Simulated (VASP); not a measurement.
Input of a VASP 6.6.1 run:

INCAR

```
PREC = Accurate
ENCUT = 520
EDIFF = 1E-7
ISMEAR = 0
SIGMA = 0.15
LREAL = False
LASPH = True
NELM = 60
ALGO = Fast
ISIF = 2
LWAVE = False
LCHARG = False
GGA = PS
NBANDS = 30
```

The input KPOINTS:

```
Automatic mesh
0
Gamma
  18 18 6
```

The input POSCAR:

```
Ag
1.0
    2.9570817686      0.0000000000      0.0000000000
   -1.4785408843      2.5609079327      0.0000000000
    0.0000000000      0.0000000000      9.0579171177
Ag
4
Direct
    0.3333333333      0.6666666667      0.2500000000
    0.6666666667      0.3333333333      0.7500000000
    0.0000000000      0.0000000000      0.0000000000
    0.0000000000      0.0000000000      0.5000000000
```

Potentials or basis: VASP PAW PBE potentials, release 64 (Ag).

The run is started by

```sh
$ cat potpaw_PBE.64/Ag/POTCAR > POTCAR
$ mpirun -np 1 vasp_std > vasp.out
```

**Question.** What does it give for the band gap on the k mesh?

**Answer.** Zero (bands 22 and 23 overlap by 6.03 eV).

**Question.** Predict the pressure.

**Answer.** -2.7 GPa.

Stress tensor (GPa, compression positive):
```
-4.74  0.00  0.00
 0.00 -4.74  0.00
 0.00  0.00  1.24
```

Caveat: the cell differs from its parent crystal (strain +0.030 along x and y, -0.030 along z); the stress differs along the axes, from -5 to 1 GPa; the PAW data sets were made with another functional, which shifts forces and pressure a little.
